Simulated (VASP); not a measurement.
# PbO (Pm-3m) in VASP: a series of runs

The runs below take PbO through single point, with LDA, PBE, HSE06.

Program: VASP 6.6.1. These are calculated values, not measurements. Logs are shortened: lines on timing, memory, paths and dates and some standing lists are left out, and cuts for length are marked.

**1. The cell of the first run**

Symmetry: Pm-3m, No. 221, cubic system. The conventional cell has a = 3.179 Å, b = 3.179 Å, c = 3.179 Å, α = 90.00°, β = 90.00°, γ = 90.00°. Within 3.6 Å of Pb (site symmetry m-3m) lie 8 O at 2.75 Å and 6 Pb at 3.18 Å. O (site symmetry m-3m) has 8 Pb at 2.75 Å and 6 O at 3.18 Å within 3.6 Å.

**2. Single point, LDA**

INCAR reads:

```
ALGO     = Normal         # electronic algorithm
EDIFF    = 1E-6           # SCF threshold, eV
ENCUT    = 600            # plane-wave cutoff, eV
GGA_COMPAT= False        
ISIF     = 2              # what is computed and relaxed
ISMEAR   = 0              # smearing method
LASPH    = True           # aspherical terms in the spheres
LCHARG   = False          # write CHGCAR
LREAL    = False          # projectors in reciprocal space
LWAVE    = False          # write WAVECAR
NBANDS   = 17             # bands
NELM     = 120            # most SCF steps
PREC     = Accurate       # precision mode
SIGMA    = 0.01           # smearing width, eV
```

KPOINTS reads:

```
k-points
0
Gamma
  4 4 4
```

POSCAR reads:

```
PbO
1.0
    3.1793716484      0.0000000000      0.0000000000
    0.0000000000      3.1793716484      0.0000000000
    0.0000000000      0.0000000000      3.1793716484
Pb O
1 1
Direct
    0.0000000000      0.0000000000      0.0000000000
    0.5000000000      0.5000000000      0.5000000000
```

Potentials or basis: VASP PAW LDA potentials, release 64 (Pb_d, O).

The run is started by

```console
cat potpaw_LDA.64/Pb_d/POTCAR potpaw_LDA.64/O/POTCAR > POTCAR
mpirun -np 1 vasp_std > vasp.out
```

OUTCAR:

```text
EDIFF = 1E-6
   ENCUT = 600
   ISIF = 2
   ISMEAR = 0
   LASPH = True
   LREAL = False
   NELM = 120
   PREC = Accurate

 ion  position               nearest neighbor table
   1  0.000  0.000  0.000-   2 2.75   2 2.75   2 2.75   2 2.75   2 2.75   2 2.75   2 2.75   2 2.75

   2  0.500  0.500  0.500-   1 2.75   1 2.75   1 2.75   1 2.75   1 2.75   1 2.75   1 2.75   1 2.75

  LATTYP: Found a simple cubic cell.
 ALAT       =     3.1793716484

  Lattice vectors:

 A1 = (   3.1793716484,   0.0000000000,   0.0000000000)
 A2 = (   0.0000000000,   3.1793716484,   0.0000000000)
 A3 = (   0.0000000000,   0.0000000000,   3.1793716484)

Analysis of symmetry for initial positions (statically):
=====================================================================
 Subroutine PRICEL returns:
 Original cell was already a primitive cell.

 Routine SETGRP: Setting up the symmetry group for a
 simple cubic supercell.

 Subroutine GETGRP returns: Found 48 space group operations
 (whereof 48 operations were pure point group operations)
 out of a pool of 48 trial point group operations.

The static configuration has the point symmetry O_h .

Analysis of symmetry for dynamics (positions and initial velocities):
=====================================================================
 Subroutine PRICEL returns:
 Original cell was already a primitive cell.

 Routine SETGRP: Setting up the symmetry group for a
 simple cubic supercell.

 Subroutine GETGRP returns: Found 48 space group operations
 (whereof 48 operations were pure point group operations)
 out of a pool of 48 trial point group operations.

The dynamic configuration has the point symmetry O_h .

 Subroutine INISYM returns: Found 48 space group operations
 (whereof 48 operations are pure point group operations),
 and found     1 'primitive' translations

----------------------------------------------------------------------------------------

                                     Primitive cell

  volume of cell :      32.1384

  direct lattice vectors                    reciprocal lattice vectors
     3.179371648  0.000000000  0.000000000     0.314527558  0.000000000  0.000000000
     0.000000000  3.179371648  0.000000000     0.000000000  0.314527558  0.000000000
     0.000000000  0.000000000  3.179371648     0.000000000  0.000000000  0.314527558

  length of vectors
     3.179371648  3.179371648  3.179371648     0.314527558  0.314527558  0.314527558

  position of ions in fractional coordinates (direct lattice)
     0.000000000  0.000000000  0.000000000
     0.500000000  0.500000000  0.500000000

  ion indices of the primitive-cell ions
   primitive index   ion index
                 1           1
                 2           2

----------------------------------------------------------------------------------------

 KPOINTS: k-points

Automatic generation of k-mesh.
 Grid dimensions read from file:
 generate k-points for:    4    4    4

 Generating k-lattice:

  Cartesian coordinates                     Fractional coordinates (reciprocal lattice)
     0.078631889  0.000000000  0.000000000     0.250000000  0.000000000  0.000000000
     0.000000000  0.078631889  0.000000000     0.000000000  0.250000000  0.000000000
     0.000000000  0.000000000  0.078631889     0.000000000  0.000000000  0.250000000

  Length of vectors
     0.078631889  0.078631889  0.078631889

  Shift w.r.t. Gamma in fractional coordinates (k-lattice)
     0.000000000  0.000000000  0.000000000

 Subroutine IBZKPT returns following result:
 ===========================================

 Found     10 irreducible k-points:

 Following reciprocal coordinates:
            Coordinates               Weight
  0.000000  0.000000  0.000000      1.000000
  0.250000  0.000000  0.000000      6.000000
  0.500000  0.000000  0.000000      3.000000
  0.250000  0.250000  0.000000     12.000000
  0.500000  0.250000  0.000000     12.000000
  0.500000  0.500000  0.000000      3.000000
  0.250000  0.250000  0.250000      8.000000
  0.500000  0.250000  0.250000     12.000000
  0.500000  0.500000  0.250000      6.000000
  0.500000  0.500000  0.500000      1.000000
   k-points           NKPTS =     10   k-points in BZ     NKDIM =     10   number of bands    NBANDS=     17
   number of dos      NEDOS =    301   number of ions     NIONS =      2
   total plane-waves  NPLWV =  21952
   dimension x,y,z NGX =    28 NGY =   28 NGZ =   28
   dimension x,y,z NGXF=    56 NGYF=   56 NGZF=   56
   ions per type =               1   1
   NGX,Y,Z   is equivalent  to a cutoff of  14.64, 14.64, 14.64 a.u.
   NGXF,Y,Z  is equivalent  to a cutoff of  29.28, 29.28, 29.28 a.u.
 SYSTEM =  unknown system
   PREC   = accura    normal or accurate (medium, high low for compatibility)
   ISTART =      0    job   : 0-new  1-cont  2-samecut
   ICHARG =      2    charge: 1-file 2-atom 10-const
   ISPIN  =      1    spin polarized calculation?
   LNONCOLLINEAR =      F non collinear calculations
   LSORBIT =      F    spin-orbit coupling
   LASPH  =      T    aspherical Exc in radial PAW
   ENCUT  =  600.0 eV  44.10 Ry    6.64 a.u.   6.35  6.35  6.35*2*pi/ulx,y,z
   NELM   =    120;   NELMIN=  2; NELMDL= -5     # of ELM steps
   EDIFF  = 0.1E-05   stopping-criterion for ELM
   LREAL  =      F    real-space projection
   EDIFFG = 0.1E-04   stopping-criterion for IOM
   NSW    =      0    number of steps for IOM
   IBRION =     -1    ionic relax: 0-MD 1-quasi-New 2-CG
   NFREE  =      0    steps in history (QN), initial steepest desc. (CG)
   ISIF   =      2    stress and relaxation
   ISYM   =      2    0-nonsym 1-usesym 2-fastsym
   POTIM  = 0.5000    time-step for ionic-motion
   TEBEG  =    0.0;   TEEND  =   0.0 temperature during run
   PSTRESS=    0.0 pullay stress
   NELECT =      20.0000    total number of electrons
   NUPDOWN=      -1.0000    fix difference up-down
   EMIN   =  10.00;   EMAX   =-10.00  energy-range for DOS
   EFERMI =   0.00;   METHOD = LEGACY
   ISMEAR =     0;   SIGMA  =   0.01  broadening in eV -4-tet -1-fermi 0-gaus
   EFERMI_NEDOS =   21; number of points for ismear=-14 and -15
   IALGO  =     38    algorithm
   IMIX   =      4    mixing-type and parameters
     AMIX     =   0.40;   BMIX     =  1.00
     AMIX_MAG =   1.60;   BMIX_MAG =  1.00
  volume/ion in A,a.u.               =      16.07       108.44
  Fermi-wavevector in a.u.,A,eV,Ry     =   1.397688  2.641247 26.579408  1.953531
  Thomas-Fermi vector in A             =   2.520920
   LORBIT       =      0    0 simple, 1 ext, 2 COOP (PROOUT), +10 PAW based schemes
   GGA     = CA    functional components
   LHFCALC =     F    Hartree Fock is set to
   AEXX    =    0.0000 exact exchange contribution
   IVDW    =     0    specifies the selected vdW correction
   LEPSILON=     F    determine dielectric tensor
   LRPA    =     F    only Hartree local field effects (RPA)
 non-spin polarized calculation
 Gauss-broadening in eV      SIGMA  =   0.01
  energy-cutoff  :      600.00
  volume of cell :       32.14
 maximum number of plane-waves:      1108
 NGX is ok and might be reduce to    28
   NGX = 13   NGY = 13   NGZ = 13

 number of electron      19.9999999 magnetization

 Free energy of the ion-electron system (eV)
  ---------------------------------------------------
  ext. energy  EPLUGINS =         0.00000000
  ---------------------------------------------------
  free energy    TOTEN  =       -11.25104748 eV

  energy without entropy =      -11.25104748  energy(sigma->0) =      -11.25104748

 E-fermi :   6.6804     XC(G=0): -11.7425

 val. band max:        6.5986433235   @ k =   0.2500   0.2500   0.0000
 cond. band min:       7.2648562069   @ k =   0.5000   0.0000   0.0000
 fundamental gap:      0.6662128834
 Fermi energy:         6.6804258523

 k-point     1 :       0.0000    0.0000    0.0000
  band No.  band energies     occupation
      1     -10.1024      2.00000
      2      -9.8300      2.00000
      3      -9.8300      2.00000
      4      -9.1180      2.00000
      5      -9.1180      2.00000
      6      -9.1180      2.00000
[... 9 lines left out ...]
     16      24.4229      0.00000
     17      25.6274      0.00000

 k-point     2 :       0.2500    0.0000    0.0000
  band No.  band energies     occupation
      1      -9.8113      2.00000
      2      -9.7471      2.00000
      3      -9.5695      2.00000
      4      -9.2182      2.00000
      5      -9.2182      2.00000
      6      -9.1096      2.00000
[... 9 lines left out ...]
     16      22.4168      0.00000
     17      25.0168      0.00000

 k-point     3 :       0.5000    0.0000    0.0000
  band No.  band energies     occupation
      1      -9.7925      2.00000
      2      -9.3698      2.00000
      3      -9.3157      2.00000
      4      -9.3157      2.00000
      5      -9.2808      2.00000
      6      -9.1012      2.00000
[... 9 lines left out ...]
     16      23.7761      0.00000
     17      23.9339      0.00000

 k-point     4 :       0.2500    0.2500    0.0000
  band No.  band energies     occupation
      1      -9.8734      2.00000
      2      -9.6925      2.00000
      3      -9.4288      2.00000
      4      -9.2105      2.00000
      5      -9.1977      2.00000
      6      -8.8446      2.00000
[... 9 lines left out ...]
     16      22.9893      0.00000
     17      24.0306      0.00000

 k-point     5 :       0.5000    0.2500    0.0000
  band No.  band energies     occupation
      1      -9.9892      2.00000
      2      -9.6498      2.00000
      3      -9.2963      2.00000
      4      -9.1972      2.00000
      5      -9.1900      2.00000
      6      -8.4525      2.00000
[... 9 lines left out ...]
     16      22.2122      0.00000
     17      24.2356      0.00000

 k-point     6 :       0.5000    0.5000    0.0000
  band No.  band energies     occupation
      1     -10.2544      2.00000
      2      -9.5742      2.00000
      3      -9.2769      2.00000
      4      -9.2769      2.00000
      5      -8.9579      2.00000
      6      -8.0080      2.00000
[... 9 lines left out ...]
     16      22.9954      0.00000
     17      23.3334      0.00000

 k-point     7 :       0.2500    0.2500    0.2500
  band No.  band energies     occupation
      1      -9.8786      2.00000
      2      -9.4175      2.00000
      3      -9.4175      2.00000
      4      -9.3149      2.00000
      5      -9.3149      2.00000
      6      -8.5617      2.00000
[... 9 lines left out ...]
     16      22.6930      0.00000
     17      24.9318      0.00000

 k-point     8 :       0.5000    0.2500    0.2500
  band No.  band energies     occupation
      1      -9.9376      2.00000
      2      -9.4365      2.00000
      3      -9.3976      2.00000
      4      -9.3103      2.00000
      5      -9.1334      2.00000
      6      -8.3249      2.00000
[... 9 lines left out ...]
     16      21.7408      0.00000
     17      25.7532      0.00000

 k-point     9 :       0.5000    0.5000    0.2500
  band No.  band energies     occupation
      1      -9.9781      2.00000
      2      -9.4211      2.00000
      3      -9.4211      2.00000
      4      -9.2644      2.00000
      5      -8.9523      2.00000
      6      -8.2563      2.00000
[... 9 lines left out ...]
     16      20.6341      0.00000
     17      27.4135      0.00000

 k-point    10 :       0.5000    0.5000    0.5000
  band No.  band energies     occupation
      1      -9.5585      2.00000
      2      -9.5585      2.00000
      3      -9.5585      2.00000
      4      -8.9466      2.00000
      5      -8.9466      2.00000
      6      -8.6493      2.00000
[... 9 lines left out ...]
     16      20.1674      0.00000
     17      25.7548      0.00000

------------------------ aborting loop because EDIFF is reached ----------------------------------------

  FORCE on cell =-STRESS in cart. coord.  units (eV):
  Direction    XX          YY          ZZ          XY          YZ          ZX
  --------------------------------------------------------------------------------------
  -------------------------------------------------------------------------------------
  Total       -1.1496297     -1.1496297     -1.1496297      0.0000000      0.0000000      0.0000000
  in kB      -57.3118836    -57.3118836    -57.3118836      0.0000000      0.0000000      0.0000000
  external PRESSURE =     -57.3118836 kB  Pullay stress =       0.0000000 kB

 VOLUME and BASIS-vectors are now :
 -----------------------------------------------------------------------------
  energy-cutoff  :      600.00
  volume of cell :       32.14
      direct lattice vectors                 reciprocal lattice vectors
     3.179371648  0.000000000  0.000000000     0.314527558  0.000000000  0.000000000
     0.000000000  3.179371648  0.000000000     0.000000000  0.314527558  0.000000000
     0.000000000  0.000000000  3.179371648     0.000000000  0.000000000  0.314527558

 POSITION                                       TOTAL-FORCE (eV/Angst)
 -----------------------------------------------------------------------------------
      0.00000      0.00000      0.00000         0.000000      0.000000      0.000000
      1.58969      1.58969      1.58969         0.000000      0.000000      0.000000
 -----------------------------------------------------------------------------------
    total drift:                               -0.000000      0.000000      0.000000

  FREE ENERGIE OF THE ION-ELECTRON SYSTEM (eV)
  ---------------------------------------------------
  free  energy   TOTEN  =       -11.2510474756 eV

  energy  without entropy=      -11.2510474756  energy(sigma->0) =      -11.25104748
```

It took 8.6 s on 1 thread of Intel Xeon 6975P-C, shared host; peak memory 0.14 GiB.

Results:

```
Free energy            : -11.2510 eV
Pressure               : -5.7 GPa
Band gap on the k mesh : 0.67 eV, indirect (least direct gap 0.80 eV)
```

Levels at points of the mesh, in eV from the valence-band top:
```csv
k point,band 7,band 8,band 9,band 10,band 11,band 12,band 13,band 14
"(0.00, 0.00, 0.00)",-7.96,-1.50,-1.50,-1.50,8.90,8.90,8.90,10.01
"(0.50, 0.00, 0.00)",-8.83,-0.68,-0.68,-0.13,0.67,8.09,8.09,11.22
"(0.50, 0.50, 0.00)",-5.61,-4.33,-4.33,-0.68,4.26,4.26,10.13,11.06
"(0.50, 0.50, 0.50)",-2.99,-1.94,-1.94,-1.94,0.97,0.97,0.97,13.57
```

Caveat: the k points lie up to 0.49 Å⁻¹ apart; spin-orbit coupling is left out, which moves the levels of the heavy elements. Expect the measured gap to be larger: semilocal functionals such as LDA lack the derivative discontinuity.

**3. Single point, PBE**

INCAR reads:

```
PREC = Accurate ; ENCUT = 600
EDIFF = 1E-6 ; ISMEAR = 0
SIGMA = 0.01 ; LREAL = False
LASPH = True ; NELM = 120
ALGO = Normal ; ISIF = 2
LWAVE = False ; LCHARG = False
GGA = PE ; NBANDS = 17
GGA_COMPAT = False
```

KPOINTS reads:

```
Automatic mesh
0
Gamma
  4 4 4
```

POSCAR is that of step 2.

Potentials or basis: VASP PAW PBE potentials, release 64 (Pb_d, O).

The run is started by

```console
cat potpaw_PBE.64/Pb_d/POTCAR potpaw_PBE.64/O/POTCAR > POTCAR
mpirun -np 1 vasp_std > vasp.out
```

Wall time 10 s (1 thread of Intel Xeon 6975P-C, shared host); peak memory 0.16 GiB.

Results (log left out):

- Free energy: -9.7328 eV
- Pressure: 2.9 GPa
- Band gap on the k mesh: 0.66 eV, indirect (least direct gap 0.74 eV)

Levels at points of the mesh, in eV from the valence-band top:
```
           k point  band 7  band 8  band 9  band 10  band 11  band 12  band 13  band 14
(0.00, 0.00, 0.00)   -8.02   -1.48   -1.48    -1.48     9.01     9.01     9.01    10.11
(0.50, 0.00, 0.00)   -8.78   -0.67   -0.67    -0.08     0.66     8.22     8.22    11.36
(0.50, 0.50, 0.00)   -5.57   -4.26   -4.26    -0.67     4.32     4.32    10.19    11.18
(0.50, 0.50, 0.50)   -2.97   -1.93   -1.93    -1.93     1.09     1.09     1.09    13.68
```

Caveat: the k points lie up to 0.49 Å⁻¹ apart; spin-orbit coupling is left out, which moves the levels of the heavy elements. A k mesh can miss the band edges.

**4. Single point, PBE**

INCAR reads:

```
SYSTEM = PbO
ALGO = Normal ; EDIFF = 1E-6
ENCUT = 600 ; GGA = PE
GGA_COMPAT = .False. ; ISIF = 2
ISMEAR = 0 ; LASPH = .True.
LCHARG = .False. ; LREAL = .False.
LWAVE = .False. ; NBANDS = 17
NELM = 120 ; PREC = Accurate
SIGMA = 0.01
```

KPOINTS reads:

```
k-points
0
Gamma
  4 4 4
  0 0 0
```

POSCAR is that of step 3.

The run is started by

```console
cat potpaw_PBE.64/Pb_d/POTCAR potpaw_PBE.64/O/POTCAR > POTCAR
mpirun -np 1 vasp_std > vasp.out
```

Run time: 11 s. Hardware: 1 thread of Intel Xeon 6975P-C, shared host; peak memory 0.16 GiB.

The run converged. Its results:

* Free energy: -9.7328 eV
* Pressure: 2.9 GPa
* Band gap on the k mesh: 0.66 eV, indirect (least direct gap 0.74 eV)

Levels at points of the mesh, in eV from the valence-band top:
```tsv
k point	band 6	band 7	band 8	band 9	band 10	band 11	band 12	band 13	band 14	band 15
(0.00, 0.00, 0.00)	-15.83	-8.02	-1.48	-1.48	-1.48	9.01	9.01	9.01	10.11	10.11
(0.50, 0.00, 0.00)	-15.81	-8.78	-0.67	-0.67	-0.08	0.66	8.22	8.22	11.36	13.68
(0.50, 0.50, 0.00)	-14.90	-5.57	-4.26	-4.26	-0.67	4.32	4.32	10.19	11.18	16.53
(0.50, 0.50, 0.50)	-15.61	-2.97	-1.93	-1.93	-1.93	1.09	1.09	1.09	13.68	13.68
```

Caveat: the k points lie up to 0.49 Å⁻¹ apart; spin-orbit coupling is left out, which moves the levels of the heavy elements.

**5. Single point, HSE06**

POSCAR is that of step 4.

INCAR.step1 reads:

```
  PREC = Accurate
  ENCUT = 520
  EDIFF = 1E-5
  ISMEAR = 0
  SIGMA = 0.01
  LREAL = F
  LASPH = T
  NELM = 60
  ALGO = Normal
  ISIF = 2
  LWAVE = T
  LCHARG = F
  GGA = PE
  NBANDS = 17
```

INCAR.step2 reads:

```
  PREC = Accurate
  ENCUT = 520
  EDIFF = 1E-7
  ISMEAR = 0
  SIGMA = 0.01
  LREAL = F
  LASPH = T
  NELM = 60
  ALGO = Normal
  ISIF = 2
  LWAVE = F
  LCHARG = F
  GGA = PE
  LHFCALC = T
  HFSCREEN = 0.2079
  PRECFOCK = Normal
  ISTART = 1
  NBANDS = 17
```

KPOINTS reads:

```
regular mesh
0
Gamma
  4 4 4
```

The run is started by

```console
cat potpaw_PBE.64/Pb_d/POTCAR potpaw_PBE.64/O/POTCAR > POTCAR
cp INCAR.step1 INCAR
mpirun -np 1 vasp_std > vasp.out
cp INCAR.step2 INCAR
mpirun -np 1 vasp_std > vasp.out
```

It took 7.4 min on 1 thread of AMD EPYC 7R13, shared host; peak memory 0.22 GiB.

It converged, with:

```yaml
Free_energy: -11.9695 eV
Pressure: -1.2 GPa
Band_gap_on_the_k_mesh: 0.39 eV, direct
```

Levels at points of the mesh, in eV from the valence-band top:
```tsv
k point	band 7	band 8	band 9	band 10	band 11	band 12	band 13	band 14
(0.00, 0.00, 0.00)	-8.96	-2.33	-2.33	-2.33	9.95	9.95	9.95	10.72
(0.50, 0.00, 0.00)	-9.91	-1.45	-1.45	0.00	0.39	8.96	8.96	12.11
(0.50, 0.50, 0.00)	-6.15	-5.26	-5.26	-1.45	4.90	4.90	10.87	12.16
(0.50, 0.50, 0.50)	-3.24	-2.83	-2.83	-2.83	1.38	1.38	1.38	14.81
```

Caveat: the k points lie up to 0.49 Å⁻¹ apart; the PAW data sets were made with another functional, which shifts forces and pressure a little; spin-orbit coupling is left out, which moves the levels of the heavy elements. A k mesh can miss the band edges.

**6. The runs side by side**

| level | potentials or basis | cutoff (eV) | grid for exact exchange (PRECFOCK) | screening parameter | gap on the mesh (eV) | pressure (GPa) |
| --- | --- | --- | --- | --- | --- | --- |
| LDA | VASP PAW LDA potentials, release 64 (Pb_d, O) | 600 | - | - | 0.67 | -5.7 |
| PBE | VASP PAW PBE potentials, release 64 (Pb_d, O) | 600 | - | - | 0.66 | 2.9 |
| HSE06 | VASP PAW PBE potentials, release 64 (Pb_d, O) | 520 | Normal | 0.2079 1/Å | 0.39 | -1.2 |

Alike in all rows: task single point; no spin polarisation; cell as given; k mesh 4 × 4 × 4; smearing gaussian 0.01 eV.

Caveats: all runs use coarse meshes; spin-orbit coupling is left out, which moves the levels of the heavy elements; the PAW data sets were made with another functional, which shifts forces and pressure a little (some runs).

Absolute energies hang on the potentials; compare differences alone.
